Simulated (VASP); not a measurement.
# TiC (I4/mmm) in VASP: notebook, part 3 of 3

VASP 6.6.1. The steps go on from the part before.

**5. Single point, r2SCAN (strain +0.015 along x and y, -0.015 along z)**

The input, POSCAR:

```
TiC
1.0
    0.0000000000      2.1964600000      2.1315400000
    2.1964600000      0.0000000000      2.1315400000
    2.1964600000      2.1964600000      0.0000000000
Ti C
1 1
Direct
    0.0000000000      0.0000000000      0.0000000000
    0.5000000000      0.5000000000      0.5000000000
```

The input, INCAR.step1:

```
PREC = Accurate ; ENCUT = 520
ISMEAR = 0 ; SIGMA = 0.15
LREAL = False ; LASPH = True
NELM = 80 ; NBANDS = 15
GGA = PE ; ALGO = Normal
EDIFF = 1E-4 ; LWAVE = True
LCHARG = False
```

The input, INCAR.step2:

```
PREC = Accurate ; ENCUT = 520
EDIFF = 1E-6 ; ISMEAR = 0
SIGMA = 0.15 ; LREAL = False
LASPH = True ; NELM = 80
ALGO = Normal ; ISIF = 2
LWAVE = False ; LCHARG = True
METAGGA = R2SCAN ; LMIXTAU = True
LELF = True ; LVHAR = True
NBANDS = 15 ; ISTART = 1
```

The input, KPOINTS:

```
regular mesh
0
Gamma
  18 18 18
```

Potentials or basis: VASP PAW PBE potentials, release 64 (Ti_sv, C).

Started as:

```sh
$ cat potpaw_PBE.64/Ti_sv/POTCAR potpaw_PBE.64/C/POTCAR > POTCAR
$ cp INCAR.step1 INCAR
$ mpirun -np 1 vasp_std > vasp.out
$ cp INCAR.step2 INCAR
$ mpirun -np 1 vasp_std > vasp.out
```

OUTCAR:

```text
PREC = Accurate
   ENCUT = 520
   EDIFF = 1E-6
   ISMEAR = 0
   LREAL = False
   LASPH = True
   NELM = 80
   ISIF = 2
   METAGGA = R2SCAN
   ISTART = 1

 ion  position               nearest neighbor table
   1  0.000  0.000  0.000-   2 2.13   2 2.13   2 2.20   2 2.20   2 2.20   2 2.20
   2  0.500  0.500  0.500-   1 2.13   1 2.13   1 2.20   1 2.20   1 2.20   1 2.20

  LATTYP: Found a body centered tetragonal cell.
 ALAT       =     3.1062635212
 C/A-ratio  =     1.3724141467

  Lattice vectors:

 A1 = (   0.0000000000,  -2.1964600000,  -2.1315400000)
 A2 = (   0.0000000000,   2.1964600000,  -2.1315400000)
 A3 = (   2.1964600000,   0.0000000000,   2.1315400000)

Analysis of symmetry for initial positions (statically):
=====================================================================
 Subroutine PRICEL returns:
 Original cell was already a primitive cell.

 Routine SETGRP: Setting up the symmetry group for a
 body centered tetragonal supercell.

 Subroutine GETGRP returns: Found 16 space group operations
 (whereof 16 operations were pure point group operations)
 out of a pool of 16 trial point group operations.

The static configuration has the point symmetry D_4h.

Analysis of symmetry for dynamics (positions and initial velocities):
=====================================================================
 Subroutine PRICEL returns:
 Original cell was already a primitive cell.

 Routine SETGRP: Setting up the symmetry group for a
 body centered tetragonal supercell.

 Subroutine GETGRP returns: Found 16 space group operations
 (whereof 16 operations were pure point group operations)
 out of a pool of 16 trial point group operations.

The dynamic configuration has the point symmetry D_4h.

 Subroutine INISYM returns: Found 16 space group operations
 (whereof 16 operations are pure point group operations),
 and found     1 'primitive' translations

----------------------------------------------------------------------------------------

                                     Primitive cell

  volume of cell :      20.5670

  direct lattice vectors                    reciprocal lattice vectors
     0.000000000  2.196460000  2.131540000    -0.227639019  0.227639019  0.234572187
     2.196460000  0.000000000  2.131540000     0.227639019 -0.227639019  0.234572187
     2.196460000  2.196460000  0.000000000     0.227639019  0.227639019 -0.234572187

  length of vectors
     3.060702420  3.060702420  3.106263521     0.398325441  0.398325441  0.398325441

  position of ions in fractional coordinates (direct lattice)
     0.000000000  0.000000000  0.000000000
     0.500000000  0.500000000  0.500000000

  ion indices of the primitive-cell ions
   primitive index   ion index
                 1           1
                 2           2

----------------------------------------------------------------------------------------

 KPOINTS: regular mesh

Automatic generation of k-mesh.
 Grid dimensions read from file:
 generate k-points for:   18   18   18

 Generating k-lattice:

  Cartesian coordinates                     Fractional coordinates (reciprocal lattice)
    -0.012646612  0.012646612  0.013031788     0.055555556 -0.000000000  0.000000000
     0.012646612 -0.012646612  0.013031788    -0.000000000  0.055555556  0.000000000
[... 42 lines left out ...]
   total plane-waves  NPLWV =  13824
   dimension x,y,z NGX =    24 NGY =   24 NGZ =   24
   dimension x,y,z NGXF=    48 NGYF=   48 NGZF=   48
   ions per type =               1   1
   NGX,Y,Z   is equivalent  to a cutoff of  13.04, 13.04, 12.84 a.u.
   NGXF,Y,Z  is equivalent  to a cutoff of  26.07, 26.07, 25.69 a.u.
 SYSTEM =  unknown system
   PREC   = accura    normal or accurate (medium, high low for compatibility)
   ISTART =      1    job   : 0-new  1-cont  2-samecut
   ICHARG =      0    charge: 1-file 2-atom 10-const
   ISPIN  =      1    spin polarized calculation?
   LNONCOLLINEAR =      F non collinear calculations
   LSORBIT =      F    spin-orbit coupling
   LASPH  =      T    aspherical Exc in radial PAW
   ENCUT  =  520.0 eV  38.22 Ry    6.18 a.u.   5.69  5.69  5.78*2*pi/ulx,y,z
   NELM   =     80;   NELMIN=  2; NELMDL=  0     # of ELM steps
   EDIFF  = 0.1E-05   stopping-criterion for ELM
   LREAL  =      F    real-space projection
   EDIFFG = 0.1E-04   stopping-criterion for IOM
   NSW    =      0    number of steps for IOM
   IBRION =     -1    ionic relax: 0-MD 1-quasi-New 2-CG
   NFREE  =      0    steps in history (QN), initial steepest desc. (CG)
   ISIF   =      2    stress and relaxation
   ISYM   =      2    0-nonsym 1-usesym 2-fastsym
   POTIM  = 0.5000    time-step for ionic-motion
   TEBEG  =    0.0;   TEEND  =   0.0 temperature during run
   PSTRESS=    0.0 pullay stress
   NELECT =      16.0000    total number of electrons
   NUPDOWN=      -1.0000    fix difference up-down
   EMIN   =  10.00;   EMAX   =-10.00  energy-range for DOS
   EFERMI =   0.00;   METHOD = LEGACY
   ISMEAR =     0;   SIGMA  =   0.15  broadening in eV -4-tet -1-fermi 0-gaus
   EFERMI_NEDOS =   21; number of points for ismear=-14 and -15
   IALGO  =     38    algorithm
   IMIX   =      4    mixing-type and parameters
     AMIX     =   0.40;   BMIX     =  1.00
     AMIX_MAG =   1.60;   BMIX_MAG =  1.00
  volume/ion in A,a.u.               =      10.28        69.40
  Fermi-wavevector in a.u.,A,eV,Ry     =   1.505653  2.845271 30.844271  2.266990
  Thomas-Fermi vector in A             =   2.616473
   LORBIT       =      0    0 simple, 1 ext, 2 COOP (PROOUT), +10 PAW based schemes
   METAGGA = R2SCAN    functional components
   LHFCALC =     F    Hartree Fock is set to
   AEXX    =    0.0000 exact exchange contribution
   IVDW    =     0    specifies the selected vdW correction
   LEPSILON=     F    determine dielectric tensor
   LRPA    =     F    only Hartree local field effects (RPA)
 non-spin polarized calculation
 Gauss-broadening in eV      SIGMA  =   0.15
  energy-cutoff  :      520.00
  volume of cell :       20.57
 maximum number of plane-waves:       568
   NGX = 11   NGY = 11   NGZ = 11

 number of electron      15.9999997 magnetization

 Free energy of the ion-electron system (eV)
  ---------------------------------------------------
  ext. energy  EPLUGINS =         0.00000000
  ---------------------------------------------------
  free energy    TOTEN  =       -24.85362549 eV

  energy without entropy =      -24.85063652  energy(sigma->0) =      -24.85213100

 E-fermi :   9.3548     XC(G=0): -13.5158

 val. band max:        9.3350851942   @ k =  -0.0556   0.0556   0.0000
 cond. band min:       9.3575897165   @ k =   0.2778   0.2222   0.0000
 fundamental gap:      0.0225045223
 Fermi energy:         9.3548203532

 k-point     1 :       0.0000    0.0000    0.0000
  band No.  band energies     occupation
      1     -49.6678      2.00000
      2     -24.6637      2.00000
      3     -24.6636      2.00000
      4     -24.6294      2.00000
      5      -3.8031      2.00000
      6      10.1292      0.00000
      7      10.1292      0.00000
      8      10.3619      0.00000
      9      10.9284      0.00000
     10      10.9588      0.00000
     11      10.9588      0.00000
     12      11.0708      0.00000
     13      11.1220      0.00000
     14      20.3780      0.00000
[... 401 lines left out ...]
      2     -24.8878      2.00000
      3     -24.6845      2.00000
      4     -24.6721      2.00000
      5      -2.5515      2.00000
      6       6.5870      2.00000
      7       7.4251      2.00000
      8       7.8117      2.00000
      9      10.9976      0.00000
     10      11.4258      0.00000
     11      12.3767      0.00000
     12      14.7752      0.00000
     13      15.5099      0.00000
     14      21.1443      0.00000
     15      24.2795      0.00000

 [... further k-points ...]

------------------------ aborting loop because EDIFF is reached ----------------------------------------

  FORCE on cell =-STRESS in cart. coord.  units (eV):
  Direction    XX          YY          ZZ          XY          YZ          ZX
  --------------------------------------------------------------------------------------
  -------------------------------------------------------------------------------------
  Total       -0.8257599     -0.8257599      0.7150961      0.0000000     -0.0000000     -0.0000000
  in kB      -64.3271438    -64.3271438     55.7063781      0.0000000     -0.0000000     -0.0000000
  external PRESSURE =     -24.3159698 kB  Pullay stress =       0.0000000 kB

 VOLUME and BASIS-vectors are now :
 -----------------------------------------------------------------------------
  energy-cutoff  :      520.00
  volume of cell :       20.57
      direct lattice vectors                 reciprocal lattice vectors
     0.000000000  2.196460000  2.131540000    -0.227639019  0.227639019  0.234572187
     2.196460000  0.000000000  2.131540000     0.227639019 -0.227639019  0.234572187
     2.196460000  2.196460000  0.000000000     0.227639019  0.227639019 -0.234572187

 POSITION                                       TOTAL-FORCE (eV/Angst)
 -----------------------------------------------------------------------------------
      0.00000      0.00000      0.00000         0.000000     -0.000000      0.000000
      2.19646      2.19646      2.13154        -0.000000      0.000000      0.000000
 -----------------------------------------------------------------------------------
    total drift:                                0.000000     -0.000000     -0.000000

  FREE ENERGIE OF THE ION-ELECTRON SYSTEM (eV)
  ---------------------------------------------------
  free  energy   TOTEN  =       -24.8536254862 eV

  energy  without entropy=      -24.8506365157  energy(sigma->0) =      -24.85213100
```

OSZICAR.step1:

```text
N       E                     dE             d eps       ncg     rms          rms(c)
DAV:   1     0.117881582406E+03    0.11788E+03   -0.79498E+03 14442   0.127E+03
DAV:   2    -0.166655017819E+02   -0.13455E+03   -0.12602E+03 15394   0.334E+02
DAV:   3    -0.240947478779E+02   -0.74292E+01   -0.73078E+01 19115   0.771E+01
DAV:   4    -0.243313525051E+02   -0.23660E+00   -0.23641E+00 17671   0.127E+01
DAV:   5    -0.243373529958E+02   -0.60005E-02   -0.59995E-02 19077   0.177E+00    0.181E+01
DAV:   6    -0.193529455457E+02    0.49844E+01   -0.11979E+01 20524   0.562E+01    0.704E+00
DAV:   7    -0.187354025029E+02    0.61754E+00   -0.22290E+00 16924   0.211E+01    0.483E+00
DAV:   8    -0.187116298176E+02    0.23773E-01   -0.10929E-01 16292   0.337E+00    0.348E+00
DAV:   9    -0.186984329619E+02    0.13197E-01   -0.10575E-01 19722   0.463E+00    0.750E-01
DAV:  10    -0.186970355934E+02    0.13974E-02   -0.12323E-02 18782   0.138E+00    0.644E-01
DAV:  11    -0.186948854145E+02    0.21502E-02   -0.28656E-03 16675   0.769E-01    0.211E-01
DAV:  12    -0.186946616201E+02    0.22379E-03   -0.41442E-04 18297   0.316E-01    0.425E-02
DAV:  13    -0.186946460484E+02    0.15572E-04   -0.54969E-05  8615   0.913E-02
   1 F= -.18694646E+02 E0= -.18692922E+02  d E =-.344809E-02
```

It took 2.7 min on 1 thread of Intel Xeon 6975P-C (Granite Rapids), shared host; peak memory 0.27 GiB.

Results:

```
Free energy            : -24.8536 eV
Pressure               : -2.4 GPa
Band gap on the k mesh : zero (bands 8 and 9 overlap by 1.64 eV)
```

Caveat: the cell differs from its parent crystal (strain +0.015 along x and y, -0.015 along z); the stress differs along the axes, from -6 to 6 GPa; the PAW data sets were made with another functional, which shifts forces and pressure a little.

**6. Single point, r2SCAN (strain +0.000 along x and y, +0.030 along z)**

The input, POSCAR:

```
TiC
1.0
    0.0000000000      2.1640000000      2.2289200000
    2.1640000000      0.0000000000      2.2289200000
    2.1640000000      2.1640000000      0.0000000000
Ti C
1 1
Direct
    0.0000000000      0.0000000000      0.0000000000
    0.5000000000      0.5000000000      0.5000000000
```

The input, INCAR.step1:

```
SYSTEM = TiC
PREC     = Accurate       ! precision mode
ENCUT    = 520            ! plane-wave cutoff, eV
ISMEAR   = 0              ! smearing method
SIGMA    = 0.15           ! smearing width, eV
LREAL    = .FALSE.        ! projectors in reciprocal space
LASPH    = .TRUE.         ! aspherical terms in the spheres
NELM     = 100            ! most SCF steps
NBANDS   = 15             ! bands
GGA      = PE             ! functional
ALGO     = Normal         ! electronic algorithm
EDIFF    = 1E-4           ! SCF threshold, eV
LWAVE    = .TRUE.         ! write WAVECAR
LCHARG   = .FALSE.        ! write CHGCAR
```

The input, INCAR.step2:

```
SYSTEM = TiC
PREC     = Accurate       ! precision mode
ENCUT    = 520            ! plane-wave cutoff, eV
EDIFF    = 1E-7           ! SCF threshold, eV
ISMEAR   = 0              ! smearing method
SIGMA    = 0.15           ! smearing width, eV
LREAL    = .FALSE.        ! projectors in reciprocal space
LASPH    = .TRUE.         ! aspherical terms in the spheres
NELM     = 100            ! most SCF steps
ALGO     = Normal         ! electronic algorithm
ISIF     = 2              ! what is computed and relaxed
LWAVE    = .FALSE.        ! write WAVECAR
LCHARG   = .FALSE.        ! write CHGCAR
METAGGA  = R2SCAN         ! meta-GGA
LMIXTAU  = .TRUE.       
NBANDS   = 15             ! bands
ISTART   = 1
```

The input, KPOINTS:

```
regular mesh
0
G
  18 18 18
  0 0 0
```

Potentials or basis: VASP PAW PBE potentials, release 64 (Ti_sv, C).

Started as:

```sh
$ cat potpaw_PBE.64/Ti_sv/POTCAR potpaw_PBE.64/C/POTCAR > POTCAR
$ cp INCAR.step1 INCAR
$ mpirun -np 1 vasp_std > vasp.out
$ cp INCAR.step2 INCAR
$ mpirun -np 1 vasp_std > vasp.out
```

It took 3.3 min on 1 thread of Intel Xeon 6975P-C (Granite Rapids), shared host; peak memory 0.27 GiB.

It converged, with:

```yaml
Free_energy: -24.8471 eV
Pressure: -6.1 GPa
Band_gap_on_the_k_mesh: zero (bands 8 and 9 overlap by 1.49 eV)
```

Stress tensor (GPa, compression positive):
```
 -2.75   0.00   0.00
  0.00  -2.75   0.00
  0.00   0.00 -12.67
```

Levels at points of the mesh, in eV from the Fermi level:
```
           k point  band 4  band 5  band 6  band 7  band 8  band 9  band 10  band 11  band 12  band 13
(0.00, 0.00, 0.00)  -34.05  -13.09    0.69    0.92    0.92    1.52     1.56     1.65     1.65     1.75
(0.50, 0.00, 0.00)  -34.08   -9.70   -5.97   -3.08   -3.04    2.97     3.08     4.22     8.01     8.47
(0.50, 0.50, 0.00)  -34.19  -10.88   -3.87   -1.42   -0.03   -0.03     2.61     3.61     3.61     5.51
(0.50, 0.00, 0.50)  -34.23  -10.82   -3.57   -1.45   -0.25   -0.24     2.62     3.53     3.72     5.78
```

Caveat: the cell differs from its parent crystal (strain +0.000 along x and y, +0.030 along z); the stress differs along the axes, from -13 to -3 GPa; the PAW data sets were made with another functional, which shifts forces and pressure a little.

**7. Overview**

| cell | gap on the mesh (eV) | pressure (GPa) |
| --- | --- | --- |
| a = 3.061, b = 3.061, c = 3.014 Å, angles 60.5, 60.5, 59.0°, 2 atoms | none | 5.6 |
| a = 3.084, b = 3.084, c = 3.014 Å, angles 60.7, 60.7, 58.5°, 2 atoms | none | 2.1 |
| a = 3.083, b = 3.083, c = 3.060 Å, angles 60.2, 60.2, 59.5°, 2 atoms | none | -2.8 |
| a = 3.061, b = 3.061, c = 3.106 Å, angles 59.5, 59.5, 61.0°, 2 atoms | none | -2.4 |
| a = 3.107, b = 3.107, c = 3.060 Å, angles 60.5, 60.5, 59.0°, 2 atoms | none | -6.1 |

Alike in all rows: task single point; level r2SCAN; potentials or basis VASP PAW PBE potentials, release 64 (Ti_sv, C); no spin polarisation; k mesh 18 × 18 × 18; cutoff (eV) 520; smearing gaussian 0.15 eV.

Caveats: the PAW data sets were made with another functional, which shifts forces and pressure a little; the stress differs along the axes, from -3 to 10 GPa (at least some runs); the stress differs along the axes, from -9 to 8 GPa (at least some runs); the stress differs along the axes, from -6 to -1 GPa (at least some runs); the stress differs along the axes, from -6 to 6 GPa (at least some runs); the stress differs along the axes, from -13 to -3 GPa (at least some runs).

Total energies depend on the potentials used, so only differences within one code and one set of settings carry meaning.

The gap in the log of VASP goes by the Fermi energy; the results here count the filled bands.